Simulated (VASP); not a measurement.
Ag, 1 atom in the cell. The structure is trigonal, space group R-3m (No. 166). The conventional cell has a = 2.904 Å, b = 2.904 Å, c = 7.007 Å, α = 90.00°, β = 90.00°, γ = 120.00°. Within 3.8 Å of Ag (site symmetry -3m) lie 12 Ag at 2.88 to 2.90 Å.  This cell differs from its parent crystal: equal xy, yz and zx shear strains of -1 %.

- Program: VASP 6.6.1
- Task: single point
- Functional: LDA
- Potentials or basis: VASP PAW LDA potentials, release 64 (Ag)
- Cutoff: 520 eV
- k mesh: 15 × 15 × 15
- Occupations: fermi-dirac, width 0.05 eV
- Spin: no spin polarisation
- Dipole correction: no
- Further INCAR settings: ALGO = Normal; EDIFF = 1e-06; NBANDS = 12

Potentials or basis: VASP PAW LDA potentials, release 64 (Ag).

Run with:

```sh
$ cat potpaw_LDA.64/Ag/POTCAR > POTCAR
$ mpirun -np 1 vasp_std > vasp.out
```

Hardware: 1 thread of Intel Xeon 6975P-C, with other jobs on the host.

Question: How long does it take, and how much memory?

Answer: Wall time 79 s on 1 thread of Intel Xeon 6975P-C, with other jobs on the host, peak memory 0.19 GiB. Counts: scf iterations 10, k points 344.
